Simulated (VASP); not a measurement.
A run of VASP 6.6.1 is set up as follows.

File POSCAR:

```
Na
1.0
   -2.1063837058      2.1063837058      2.1063837058
    2.1063837058     -2.1063837058      2.1063837058
    2.1063837058      2.1063837058     -2.1063837058
Na
1
Direct
    0.0000000000      0.0000000000      0.0000000000
```

Contents of INCAR.step1:

```
PREC = Accurate
ENCUT = 520
ISMEAR = 0
SIGMA = 0.1
LREAL = False
LASPH = True
NELM = 60
NBANDS = 10
GGA = PE
ALGO = Normal
EDIFF = 1E-4
LWAVE = True
LCHARG = False
```

File INCAR.step2:

```
PREC = Accurate
ENCUT = 520
EDIFF = 1E-6
ISMEAR = 0
SIGMA = 0.1
LREAL = False
LASPH = True
NELM = 60
ALGO = Normal
ISIF = 2
LWAVE = False
LCHARG = False
METAGGA = R2SCAN
LMIXTAU = True
NBANDS = 10
ISTART = 1
```

The input KPOINTS:

```
regular mesh
0
Gamma
  14 14 14
```

Potentials or basis: VASP PAW PBE potentials, release 64 (Na_pv).

The run is started by

```sh
$ cat potpaw_PBE.64/Na_pv/POTCAR > POTCAR
$ cp INCAR.step1 INCAR
$ mpirun -np 1 vasp_std > vasp.out
$ cp INCAR.step2 INCAR
$ mpirun -np 1 vasp_std > vasp.out
```

What does it give for the pressure?

0.2 GPa.

Caveat: the PAW data sets were made with another functional, which shifts forces and pressure a little.
